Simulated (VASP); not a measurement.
# MgH2 (Fm-3m) in VASP: notebook

MgH2 is run at these levels: LDA; tasks: relaxation of cell and atoms.

Everything below comes from runs of VASP 6.6.1. Logs are shortened: lines on timing, memory, paths and dates and some standing lists are left out, and cuts for length are marked.

**1. The cell of the first run**

The structure is cubic, space group Fm-3m (No. 225). The conventional cell has a = 4.760 Å, b = 4.760 Å, c = 4.760 Å, α = 90.00°, β = 90.00°, γ = 90.00°. Mg (site symmetry m-3m) has 8 H at 2.06 Å within 2.7 Å. H (site symmetry -43m) has 4 Mg at 2.06 Å and 6 H at 2.38 Å within 2.7 Å.

**2. Relaxation of cell and atoms, LDA**

The input, INCAR:

```
  PREC = Accurate
  ENCUT = 600
  EDIFF = 1E-7
  ISMEAR = -1
  SIGMA = 0.01
  LREAL = False
  LASPH = True
  NELM = 120
  ALGO = Normal
  ISIF = 3
  LWAVE = False
  LCHARG = False
  GGA = CA
  IBRION = 2
  NSW = 80
  EDIFFG = -0.03
  GGA_COMPAT = False
  NELMIN = 4
```

The input, KPOINTS:

```
Automatic mesh
0
Gamma
  8 8 8
```

The input, POSCAR:

```
MgH2
1.0
    0.0000000000      2.3800000000      2.3800000000
    2.3800000000      0.0000000000      2.3800000000
    2.3800000000      2.3800000000      0.0000000000
Mg H
1 2
Direct
    0.0000000000      0.0000000000      0.0000000000
    0.2500000000      0.2500000000      0.2500000000
    0.7500000000      0.7500000000      0.7500000000
```

Potentials or basis: VASP PAW LDA potentials, release 64 (Mg, H).

Launch:

```sh
$ cat potpaw_LDA.64/Mg/POTCAR potpaw_LDA.64/H/POTCAR > POTCAR
$ mpirun -np 1 vasp_std > vasp.out
```

OUTCAR:

```text
PREC = Accurate
   ENCUT = 600
   EDIFF = 1E-7
   ISMEAR = -1
   LREAL = False
   LASPH = True
   NELM = 120
   ISIF = 3
   GGA = CA
   IBRION = 2
   NSW = 80
   EDIFFG = -0.03
   NELMIN = 4

 ion  position               nearest neighbor table
   1  0.000  0.000  0.000-   3 2.06   3 2.06   3 2.06   2 2.06   3 2.06   2 2.06   2 2.06   2 2.06

   2  0.250  0.250  0.250-   1 2.06   1 2.06   1 2.06   1 2.06
   3  0.750  0.750  0.750-   1 2.06   1 2.06   1 2.06   1 2.06

  LATTYP: Found a face centered cubic cell.
 ALAT       =     4.7600000000

  Lattice vectors:

 A1 = (   0.0000000000,   2.3800000000,   2.3800000000)
 A2 = (   2.3800000000,   0.0000000000,   2.3800000000)
 A3 = (   2.3800000000,   2.3800000000,   0.0000000000)

Analysis of symmetry for initial positions (statically):
=====================================================================
 Subroutine PRICEL returns:
 Original cell was already a primitive cell.

 Routine SETGRP: Setting up the symmetry group for a
 face centered cubic supercell.

 Subroutine GETGRP returns: Found 48 space group operations
 (whereof 48 operations were pure point group operations)
 out of a pool of 48 trial point group operations.

The static configuration has the point symmetry O_h .

Analysis of symmetry for dynamics (positions and initial velocities):
=====================================================================
 Subroutine PRICEL returns:
 Original cell was already a primitive cell.

 Routine SETGRP: Setting up the symmetry group for a
 face centered cubic supercell.

 Subroutine GETGRP returns: Found 48 space group operations
 (whereof 48 operations were pure point group operations)
 out of a pool of 48 trial point group operations.

The dynamic configuration has the point symmetry O_h .

 Subroutine INISYM returns: Found 48 space group operations
 (whereof 48 operations are pure point group operations),
 and found     1 'primitive' translations

----------------------------------------------------------------------------------------

                                     Primitive cell

  volume of cell :      26.9625

  direct lattice vectors                    reciprocal lattice vectors
     0.000000000  2.380000000  2.380000000    -0.210084034  0.210084034  0.210084034
     2.380000000  0.000000000  2.380000000     0.210084034 -0.210084034  0.210084034
     2.380000000  2.380000000  0.000000000     0.210084034  0.210084034 -0.210084034

  length of vectors
     3.365828278  3.365828278  3.365828278     0.363876220  0.363876220  0.363876220

  position of ions in fractional coordinates (direct lattice)
     0.000000000  0.000000000  0.000000000
     0.250000000  0.250000000  0.250000000
     0.750000000  0.750000000  0.750000000

  ion indices of the primitive-cell ions
   primitive index   ion index
                 1           1
                 2           2
                 3           3

----------------------------------------------------------------------------------------

 KPOINTS: Automatic mesh

Automatic generation of k-mesh.
 Grid dimensions read from file:
 generate k-points for:    8    8    8

 Generating k-lattice:

  Cartesian coordinates                     Fractional coordinates (reciprocal lattice)
    -0.026260504  0.026260504  0.026260504     0.125000000  0.000000000  0.000000000
     0.026260504 -0.026260504  0.026260504     0.000000000  0.125000000  0.000000000
     0.026260504  0.026260504 -0.026260504     0.000000000  0.000000000  0.125000000

  Length of vectors
     0.045484528  0.045484528  0.045484528

  Shift w.r.t. Gamma in fractional coordinates (k-lattice)
     0.000000000  0.000000000  0.000000000

 Subroutine IBZKPT returns following result:
 ===========================================

 Found     29 irreducible k-points:

 Following reciprocal coordinates:
            Coordinates               Weight
  0.000000  0.000000  0.000000      1.000000
  0.125000  0.000000  0.000000      8.000000
  0.250000  0.000000  0.000000      8.000000
  0.375000  0.000000  0.000000      8.000000
  0.500000  0.000000  0.000000      4.000000
  0.125000  0.125000  0.000000      6.000000
[... 16 lines left out ...]
  0.500000  0.250000  0.125000     48.000000
 -0.375000  0.250000  0.125000     24.000000
 [... further k-points ...]
   k-points           NKPTS =     29   k-points in BZ     NKDIM =     29   number of bands    NBANDS=      6
   number of dos      NEDOS =    301   number of ions     NIONS =      3
   total plane-waves  NPLWV =  21952
   dimension x,y,z NGX =    28 NGY =   28 NGZ =   28
   dimension x,y,z NGXF=    56 NGYF=   56 NGZF=   56
   ions per type =               1   2
   NGX,Y,Z   is equivalent  to a cutoff of  13.83, 13.83, 13.83 a.u.
   NGXF,Y,Z  is equivalent  to a cutoff of  27.66, 27.66, 27.66 a.u.
 SYSTEM =  unknown system
   PREC   = accura    normal or accurate (medium, high low for compatibility)
   ISTART =      0    job   : 0-new  1-cont  2-samecut
   ICHARG =      2    charge: 1-file 2-atom 10-const
   ISPIN  =      1    spin polarized calculation?
   LNONCOLLINEAR =      F non collinear calculations
   LSORBIT =      F    spin-orbit coupling
   LASPH  =      T    aspherical Exc in radial PAW
   ENCUT  =  600.0 eV  44.10 Ry    6.64 a.u.   6.72  6.72  6.72*2*pi/ulx,y,z
   NELM   =    120;   NELMIN=  4; NELMDL= -5     # of ELM steps
   EDIFF  = 0.1E-06   stopping-criterion for ELM
   LREAL  =      F    real-space projection
   EDIFFG = -.3E-01   stopping-criterion for IOM
   NSW    =     80    number of steps for IOM
   IBRION =      2    ionic relax: 0-MD 1-quasi-New 2-CG
   NFREE  =      1    steps in history (QN), initial steepest desc. (CG)
   ISIF   =      3    stress and relaxation
   ISYM   =      2    0-nonsym 1-usesym 2-fastsym
   POTIM  = 0.5000    time-step for ionic-motion
   TEBEG  =    0.0;   TEEND  =   0.0 temperature during run
   PSTRESS=    0.0 pullay stress
   NELECT =       4.0000    total number of electrons
   NUPDOWN=      -1.0000    fix difference up-down
   EMIN   =  10.00;   EMAX   =-10.00  energy-range for DOS
   EFERMI =   0.00;   METHOD = LEGACY
   ISMEAR =    -1;   SIGMA  =   0.01  broadening in eV -4-tet -1-fermi 0-gaus
   EFERMI_NEDOS =   21; number of points for ismear=-14 and -15
   IALGO  =     38    algorithm
   IMIX   =      4    mixing-type and parameters
     AMIX     =   0.40;   BMIX     =  1.00
     AMIX_MAG =   1.60;   BMIX_MAG =  1.00
  volume/ion in A,a.u.               =       8.99        60.65
  Fermi-wavevector in a.u.,A,eV,Ry     =   0.866645  1.637721 10.218975  0.751073
  Thomas-Fermi vector in A             =   1.985064
   LORBIT       =      0    0 simple, 1 ext, 2 COOP (PROOUT), +10 PAW based schemes
   GGA     = CA    functional components
   LHFCALC =     F    Hartree Fock is set to
   AEXX    =    0.0000 exact exchange contribution
   IVDW    =     0    specifies the selected vdW correction
   LEPSILON=     F    determine dielectric tensor
   LRPA    =     F    only Hartree local field effects (RPA)
 conjugate gradient relaxation of ions
 non-spin polarized calculation
  energy-cutoff  :      600.00
  volume of cell :       26.96
 maximum number of plane-waves:       934
   NGX = 13   NGY = 13   NGZ = 13

--------------------------------------- Ionic step        1  -------------------------------------------

 number of electron       4.0000000 magnetization

 Free energy of the ion-electron system (eV)
  ---------------------------------------------------
  ext. energy  EPLUGINS =         0.00000000
  ---------------------------------------------------
  free energy    TOTEN  =        -9.17292736 eV

  energy without entropy =       -9.17292736  energy(sigma->0) =       -9.17292736

------------------------ aborting loop because EDIFF is reached ----------------------------------------

  FORCE on cell =-STRESS in cart. coord.  units (eV):
  Direction    XX          YY          ZZ          XY          YZ          ZX
  --------------------------------------------------------------------------------------
  -------------------------------------------------------------------------------------
  Total       -0.6672354     -0.6672354     -0.6672354     -0.0000000      0.0000000      0.0000000
  in kB      -39.6486873    -39.6486873    -39.6486873     -0.0000000      0.0000000      0.0000000
  external PRESSURE =     -39.6486873 kB  Pullay stress =       0.0000000 kB
[... 59 lines left out ...]
  energy  without entropy=       -9.1894384030  energy(sigma->0) =       -9.18943840

--------------------------------------- Ionic step        3  -------------------------------------------

 number of electron       3.9999999 magnetization

 Free energy of the ion-electron system (eV)
  ---------------------------------------------------
  ext. energy  EPLUGINS =         0.00000000
  ---------------------------------------------------
  free energy    TOTEN  =        -9.19538721 eV

  energy without entropy =       -9.19538721  energy(sigma->0) =       -9.19538721

 E-fermi :   3.1563     XC(G=0):  -9.5184

 val. band max:        2.9740084789   @ k =  -0.3750   0.5000   0.1250
 cond. band min:       3.3453274761   @ k =   0.5000   0.3750   0.0000
 fundamental gap:      0.3713189972
 Fermi energy:         3.1563169659

 k-point     1 :       0.0000    0.0000    0.0000
  band No.  band energies     occupation
      1      -7.2550      2.00000
      2       4.4621      0.00000
      3      12.5802      0.00000
      4      12.5802      0.00000
      5      12.5802      0.00000
      6      15.3380      0.00000

 k-point     2 :       0.1250    0.0000    0.0000
  band No.  band energies     occupation
      1      -6.9547      2.00000
      2       3.7256      0.00000
      3      11.4526      0.00000
      4      12.2189      0.00000
      5      12.2189      0.00000
      6      15.2317      0.00000
[... 190 lines left out ...]
 k-point    24 :      -0.3750    0.2500    0.1250
  band No.  band energies     occupation
      1      -2.1864      2.00000
      2      -2.1542      2.00000
      3       6.2045      0.00000
      4       6.8828      0.00000
      5      12.3337      0.00000
      6      12.3489      0.00000

 [... further k-points ...]

------------------------ aborting loop because EDIFF is reached ----------------------------------------

  FORCE on cell =-STRESS in cart. coord.  units (eV):
  Direction    XX          YY          ZZ          XY          YZ          ZX
  --------------------------------------------------------------------------------------
  -------------------------------------------------------------------------------------
  Total       -0.0273709     -0.0273709     -0.0273709     -0.0000000      0.0000000      0.0000000
  in kB       -1.7333675     -1.7333675     -1.7333675     -0.0000000      0.0000000      0.0000000
  external PRESSURE =      -1.7333675 kB  Pullay stress =       0.0000000 kB
[... 18 lines left out ...]
  FREE ENERGIE OF THE ION-ELECTRON SYSTEM (eV)
  ---------------------------------------------------
  free  energy   TOTEN  =        -9.1953872054 eV

  energy  without entropy=       -9.1953872052  energy(sigma->0) =       -9.19538721

 reached required accuracy - stopping structural energy minimisation
```

It took 5.7 s on 1 thread of Intel Xeon 6975P-C (Granite Rapids), shared host; peak memory 0.15 GiB.

Results:

* Free energy: -9.1954 eV
* Relaxed volume: 8.43 Å³/atom
* Relaxed cell: a = 3.295 Å, b = 3.295 Å, c = 3.295 Å, α = 60.00°, β = 60.00°, γ = 60.00°
* Space group after relaxing (to 0.1 Å): Fm-3m (No. 225)
* Energy gained by relaxing: 7.5 meV/atom
* Ionic steps: 3
* Pressure after relaxing: -0.2 GPa
* Band gap on the k mesh: zero (bands 2 and 3 overlap by 1.90 eV)

The path:
```tsv
step	energy change (eV)	largest force (eV/Å)	pressure (GPa)	volume (Å³)
1	0.0000	0.0000	-3.96	26.96
2	-0.0165	0.0000	-2.15	26.10
3	-0.0225	0.0000	-0.17	25.30
```

Final structure:
```xyz
3
Lattice="0.0000 2.3300 2.3300 2.3300 0.0000 2.3300 2.3300 2.3300 0.0000" Properties=species:S:1:pos:R:3 pbc="T T T"
Mg    0.0000    0.0000    0.0000
H     1.1650    1.1650    1.1650
H     3.4950    3.4950    3.4950
```

**3. Relaxation of cell and atoms, LDA, target pressure 10 GPa, at which the enthalpy is minimised**

The input, INCAR:

```
  ALGO = Normal
  EDIFF = 1E-7
  EDIFFG = -0.03
  ENCUT = 600
  GGA = CA
  GGA_COMPAT = F
  IBRION = 2
  ISIF = 3
  ISMEAR = -1
  LASPH = T
  LCHARG = F
  LREAL = F
  LWAVE = F
  NELM = 120
  NELMIN = 4
  NSW = 80
  PREC = Accurate
  PSTRESS = 100.0
  SIGMA = 0.01
```

The input, KPOINTS:

```
k-points
0
Gamma
  8 8 8
```

POSCAR is that of step 2.

Potentials or basis: VASP PAW LDA potentials, release 64 (Mg, H).

Launch:

```sh
$ cat potpaw_LDA.64/Mg/POTCAR potpaw_LDA.64/H/POTCAR > POTCAR
$ mpirun -np 1 vasp_std > vasp.out
```

Wall time 7.8 s (1 thread of Intel Xeon 6975P-C (Granite Rapids), shared host); peak memory 0.15 GiB.

Results (log left out):

* Free energy: -9.1135 eV
* Relaxed volume: 7.46 Å³/atom
* Relaxed cell: a = 3.163 Å, b = 3.163 Å, c = 3.163 Å, α = 60.00°, β = 60.00°, γ = 60.00°
* Space group after relaxing (to 0.1 Å): Fm-3m (No. 225)
* Energy change on relaxing (the run minimises the enthalpy): +19.8 meV/atom
* Ionic steps: 4
* Pressure after relaxing: 10.1 GPa
* Band gap on the k mesh: zero (bands 2 and 3 overlap by 2.29 eV)

Step by step:
```csv
step,energy change (eV),largest force (eV/Å),pressure (GPa),volume (Å³)
1,0.0000,0.0000,-3.96,26.96
2,-0.0092,0.0000,3.63,24.02
3,0.0469,0.0000,9.12,22.58
4,0.0595,0.0000,10.05,22.37
```

Final structure:
```
Mg H
1.0
     0.00000    2.23642    2.23642
     2.23642    0.00000    2.23642
     2.23642    2.23642    0.00000
Mg H
1 2
Cartesian
  2.2364 4.4728 2.2364
  1.1182 1.1182 1.1182
  3.3546 3.3546 3.3546
```

Levels at points of the mesh, in eV from the Fermi level:
| k point | band 1 | band 2 | band 3 | band 4 | band 5 |
| --- | --- | --- | --- | --- | --- |
| (0.00, 0.00, 0.00) | -11.20 | 1.66 | 9.98 | 9.98 | 9.98 |
| (0.50, 0.00, 0.00) | -6.28 | -6.26 | 7.54 | 8.93 | 9.56 |
| (0.50, 0.50, 0.00) | -6.26 | -2.40 | -0.63 | 5.16 | 5.16 |

Caveat: the cell is relaxed towards a set pressure, so the run minimises the enthalpy, not the energy; the volume moved by over 15 % at a fixed basis, so the end points are rough.

**4. Relaxation of cell and atoms, LDA, target pressure 20 GPa, at which the enthalpy is minimised**

The input, INCAR:

```
SYSTEM = MgH2
ALGO     = Normal         ! electronic algorithm
EDIFF    = 1E-7           ! SCF threshold, eV
EDIFFG   = -0.03          ! ionic threshold
ENCUT    = 600            ! plane-wave cutoff, eV
GGA_COMPAT= .FALSE.      
IBRION   = 2              ! ionic algorithm
ISIF     = 3              ! what is computed and relaxed
ISMEAR   = -1             ! smearing method
LASPH    = .TRUE.         ! aspherical terms in the spheres
LCHARG   = .FALSE.        ! write CHGCAR
LREAL    = .FALSE.        ! projectors in reciprocal space
LWAVE    = .FALSE.        ! write WAVECAR
NELM     = 120            ! most SCF steps
NELMIN   = 4            
NSW      = 80             ! ionic steps
PREC     = Accurate       ! precision mode
PSTRESS  = 200.0        
SIGMA    = 0.01           ! smearing width, eV
```

The input, KPOINTS:

```
k-points
0
G
  8 8 8
  0 0 0
```

POSCAR is that of step 3.

Launch:

```sh
$ cat potpaw_LDA.64/Mg/POTCAR potpaw_LDA.64/H/POTCAR > POTCAR
$ mpirun -np 1 vasp_std > vasp.out
```

It took 7.2 s on 1 thread of Intel Xeon 6975P-C (Granite Rapids), shared host; peak memory 0.15 GiB.

It converged, with:

```
Free energy                                                : -8.9438 eV
Relaxed volume                                             : 6.84 Å³/atom
Relaxed cell                                               : a = 3.073 Å, b = 3.073 Å, c = 3.073 Å, α = 60.00°, β = 60.00°, γ = 60.00°
Space group after relaxing (to 0.1 Å)                      : Fm-3m (No. 225)
Energy change on relaxing (the run minimises the enthalpy) : +76.4 meV/atom
Ionic steps                                                : 4
Pressure after relaxing                                    : 20.1 GPa
Band gap on the k mesh                                     : zero (bands 2 and 3 overlap by 2.61 eV)
```

Step by step:
```
step  energy change (eV)  largest force (eV/Å)  pressure (GPa)  volume (Å³)
   1              0.0000                0.0000           -3.96        26.96
   2              0.0811                0.0000           11.56        22.05
   3              0.2055                0.0000           18.83        20.72
   4              0.2291                0.0000           20.06        20.53
```

Final structure:
```
CELL_PARAMETERS angstrom
0.00000 2.17328 2.17328
2.17328 0.00000 2.17328
2.17328 2.17328 0.00000
ATOMIC_POSITIONS crystal
Mg 0.00000 0.00000 0.00000
H 0.25000 0.25000 0.25000
H 0.75000 0.75000 0.75000
```

Levels at points of the mesh, in eV from the Fermi level:
| k point | band 1 | band 2 | band 3 | band 4 | band 5 | band 6 |
| --- | --- | --- | --- | --- | --- | --- |
| (0.00, 0.00, 0.00) | -11.78 | 1.92 | 10.37 | 10.37 | 10.37 | 14.43 |
| (0.50, 0.00, 0.00) | -6.58 | -6.56 | 7.92 | 9.84 | 9.91 | 9.91 |
| (0.50, 0.50, 0.00) | -6.53 | -2.50 | -0.68 | 5.50 | 5.50 | 9.80 |

Caveat: the cell is relaxed towards a set pressure, so the run minimises the enthalpy, not the energy; the volume moved by over 15 % at a fixed basis, so the end points are rough.

**5. Relaxation of cell and atoms, LDA, target pressure 30 GPa, at which the enthalpy is minimised**

The input, INCAR:

```
SYSTEM = MgH2
PREC = Accurate
ENCUT = 600
EDIFF = 1E-7
ISMEAR = -1
SIGMA = 0.01
LREAL = .FALSE.
LASPH = .TRUE.
NELM = 120
ALGO = Normal
ISIF = 3
LWAVE = .FALSE.
LCHARG = .FALSE.
IBRION = 2
NSW = 80
EDIFFG = -0.03
PSTRESS = 300.0
GGA_COMPAT = .FALSE.
NELMIN = 4
```

The input, KPOINTS:

```
Automatic mesh
0
G
  8 8 8
  0 0 0
```

POSCAR is that of step 4.

Launch:

```sh
$ cat potpaw_LDA.64/Mg/POTCAR potpaw_LDA.64/H/POTCAR > POTCAR
$ mpirun -np 1 vasp_std > vasp.out
```

Wall time 7.9 s (1 thread of Intel Xeon 6975P-C (Granite Rapids), shared host); peak memory 0.15 GiB.

Results (log left out):

- Free energy: -8.7318 eV
- Relaxed volume: 6.39 Å³/atom
- Relaxed cell: a = 3.004 Å, b = 3.004 Å, c = 3.004 Å, α = 60.00°, β = 60.00°, γ = 60.00°
- Space group after relaxing (to 0.1 Å): Fm-3m (No. 225)
- Energy change on relaxing (the run minimises the enthalpy): +147.1 meV/atom
- Ionic steps: 4
- Pressure after relaxing: 30.2 GPa
- Band gap on the k mesh: zero (bands 2 and 3 overlap by 2.88 eV)

Step by step:
| step | energy change (eV) | largest force (eV/Å) | pressure (GPa) | volume (Å³) |
| --- | --- | --- | --- | --- |
| 1 | 0.0000 | 0.0000 | -3.96 | 26.96 |
| 2 | 0.2740 | 0.0000 | 22.34 | 20.19 |
| 3 | 0.4160 | 0.0000 | 29.07 | 19.30 |
| 4 | 0.4412 | 0.0000 | 30.22 | 19.17 |

Final structure:
```
CELL_PARAMETERS angstrom
0.00000 2.12405 2.12405
2.12405 0.00000 2.12405
2.12405 2.12405 0.00000
ATOMIC_POSITIONS crystal
Mg 0.00000 0.00000 0.00000
H 0.25000 0.25000 0.25000
H 0.75000 0.75000 0.75000
```

Levels at points of the mesh, in eV from the Fermi level:
```csv
k point,band 1,band 2,band 3,band 4,band 5,band 6
"(0.00, 0.00, 0.00)",-12.29,2.12,10.68,10.68,10.68,15.21
"(0.50, 0.00, 0.00)",-6.85,-6.81,8.21,10.18,10.18,10.59
"(0.50, 0.50, 0.00)",-6.77,-2.60,-0.76,5.77,5.77,10.43
```

Caveat: the cell is relaxed towards a set pressure, so the run minimises the enthalpy, not the energy; the volume moved by over 15 % at a fixed basis, so the end points are rough.

**6. Summary**

| cell | gap on the mesh (eV) | pressure (GPa) |
| --- | --- | --- |
| relaxed | none | -0.2 |
| relaxed to 10 GPa | none | 10.1 |
| relaxed to 20 GPa | none | 20.1 |
| relaxed to 30 GPa | none | 30.2 |

Alike in all rows: task relaxation of cell and atoms; level LDA; potentials or basis VASP PAW LDA potentials, release 64 (Mg, H); no spin polarisation; k mesh 8 × 8 × 8; cutoff (eV) 600; smearing fermi-dirac 0.01 eV.

Caveats: the cell is relaxed towards a set pressure, so the run minimises the enthalpy, not the energy (at least some runs); the volume moved by over 15 % at a fixed basis, so the end points are rough (at least some runs).

Total energies depend on the potentials used, so only differences within one code and one set of settings carry meaning.
